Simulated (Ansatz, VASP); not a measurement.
## Al: VASP beside Ansatz

The input INCAR:

```
SYSTEM = Al
PREC = Accurate
ENCUT = 520
EDIFF = 1E-6
ISMEAR = 0
SIGMA = 0.15
LREAL = .FALSE.
LASPH = .TRUE.
NELM = 80
ALGO = Normal
ISIF = 2
LWAVE = .FALSE.
LCHARG = .FALSE.
GGA = PE
NBANDS = 8
```

Contents of KPOINTS:

```
Automatic mesh
0
G
  22 22 22
  0 0 0
```

Contents of POSCAR:

```
Al
1.0
   -1.6872881023      1.6872881023      1.5658033589
    1.6872881023     -1.6872881023      1.5658033589
    1.6872881023      1.6872881023     -1.5658033589
Al
1
Direct
    0.0000000000      0.0000000000      0.0000000000
```

Input for Ansatz:

```yaml
crystal:
  lattice:
    - [-1.6872881023, 1.6872881023, 1.5658033589]
    - [1.6872881023, -1.6872881023, 1.5658033589]
    - [1.6872881023, 1.6872881023, -1.5658033589]
  atoms:
    - { symbol: Al, position: [0.0, 0.0, 0.0] }
basis:
  ecutwfc: 420
kpoints:
  mp_grid: { grid: [22, 22, 22] }
hamiltonian:
  xc: pbe
scf:
  occupations: { method: gaussian, width: 0.15 }
output:
  forces: true
  stress: true
  eigenvalues: true
```

Alike in both runs: task single point; functional PBE; k mesh 22 × 22 × 22; occupations gaussian, width 0.15 eV; no spin polarisation.

|  | VASP | Ansatz |
| --- | --- | --- |
| version | VASP 6.6.1 | Ansatz 0.2.0 |
| potentials or method | VASP PAW PBE potentials, release 64 (Al), cutoff 520 eV | scalar-relativistic, plane waves, PAW |
| valence electrons in the cell | 3 | 3 |

```tsv
	VASP	Ansatz	Ansatz less VASP
gap on the k mesh at the Fermi level (eV)	none	none	-
pressure (GPa)	-3.3	-3.3	+0.02
traceless stress, the component that is largest in VASP (GPa)	-1.18	-1.18	+0.003
```

A gap of «none» marks a metal or a gap that the smearing closes. The functional is the same, so the differences come from potentials, cutoffs and numerics.
